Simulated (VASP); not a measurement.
A run of VASP 6.6.1 is set up as follows.

INCAR

```
SYSTEM = Pb
ALGO = Normal
EDIFF = 1E-6
ENCUT = 520
GGA = PS
ISIF = 2
ISMEAR = -1
LASPH = .TRUE.
LCHARG = .FALSE.
LREAL = .FALSE.
LWAVE = .FALSE.
NBANDS = 21
NELM = 80
PREC = Accurate
SIGMA = 0.08
```

File KPOINTS:

```
k-points
0
G
  16 16 10
  0 0 0
```

File POSCAR:

```
Pb
1.0
    3.4137081997      0.0000000000      0.0000000000
   -1.7068540999      2.9563580221      0.0000000000
    0.0000000000      0.0000000000      5.6964609603
Pb
2
Direct
    0.3333333333      0.6666666667      0.2500000000
    0.6666666667      0.3333333333      0.7500000000
```

Potentials or basis: VASP PAW PBE potentials, release 64 (Pb_d).

The run is started by

```console
$ cat potpaw_PBE.64/Pb_d/POTCAR > POTCAR
$ mpirun -np 1 vasp_std > vasp.out
```

**Question.** What does it give for the band gap on the k mesh?

**Answer.** Zero (bands 14 and 15 overlap by 7.96 eV).

**Question.** What does it give for the pressure?

**Answer.** 1.9 GPa.

Caveat: the PAW data sets were made with another functional, which shifts forces and pressure a little; spin-orbit coupling is left out, which moves the levels of the heavy elements.
